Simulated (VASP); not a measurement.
Input of a VASP 6.6.1 run:

Contents of POSCAR:

```
C
1.0
    2.4557085621      0.0000000000      0.0000000000
   -1.2278542810      2.1267059991      0.0000000000
    0.0000000000      0.0000000000      8.5237804320
C
2
Direct
    0.3333333333      0.6666666667      0.0000000000
    0.6666666667      0.3333333333      0.0000000000
```

Contents of INCAR.step1:

```
PREC = Accurate
ENCUT = 660
ISMEAR = 1
SIGMA = 0.15
LREAL = False
LASPH = True
NELM = 120
NBANDS = 11
GGA = PE
ALGO = Normal
EDIFF = 1E-5
LWAVE = True
LCHARG = False
GGA_COMPAT = False
```

INCAR.step2

```
PREC = Accurate
ENCUT = 660
EDIFF = 1E-6
ISMEAR = 1
SIGMA = 0.15
LREAL = False
LASPH = True
NELM = 120
ALGO = Normal
ISIF = 2
LWAVE = False
LCHARG = False
METAGGA = R2SCAN
LMIXTAU = True
NBANDS = 11
ISTART = 1
GGA_COMPAT = False
```

The input KPOINTS:

```
Automatic mesh
0
Gamma
  9 9 3
```

Potentials or basis: VASP PAW PBE potentials, release 64 (C).

The run is started by

```bash
$ cat potpaw_PBE.64/C/POTCAR > POTCAR
$ cp INCAR.step1 INCAR
$ mpirun -np 1 vasp_std > vasp.out
$ cp INCAR.step2 INCAR
$ mpirun -np 1 vasp_std > vasp.out
```

Task: Estimate the band gap on the k mesh.

Result: Zero (filled and empty bands touch).
